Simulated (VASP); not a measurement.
A run of VASP 6.6.1 is set up as follows.

INCAR

```
SYSTEM = Ti
ALGO = Normal ; EDIFF = 1E-6
ENCUT = 520 ; ISIF = 2
ISMEAR = -1 ; LASPH = .True.
LCHARG = .True. ; LELF = .True.
LREAL = .False. ; LVHAR = .True.
LWAVE = .False. ; NBANDS = 12
NELM = 60 ; PREC = Accurate
SIGMA = 0.13605693000000002
```

File KPOINTS:

```
k-points
0
Gamma
  13 13 13
  0 0 0
```

File POSCAR:

```
Ti
1.0
    2.5623773489      0.0000000000      0.0000000000
    0.0000000000      2.5623773489      0.0000000000
    0.0000000000      0.0000000000      2.5623773489
Ti
1
Direct
    0.0000000000      0.0000000000      0.0000000000
```

Potentials or basis: VASP PAW LDA potentials, release 64 (Ti_sv).

The run is started by

```console
$ cat potpaw_LDA.64/Ti_sv/POTCAR > POTCAR
$ mpirun -np 1 vasp_std > vasp.out
```

(1) Predict the band gap on the k mesh.

(2) What does it give for the pressure?

Results:

(1) zero (band 6 reaches 8.98 eV, above the bottom of band 7 at 6.73 eV).

(2) -0.4 GPa.
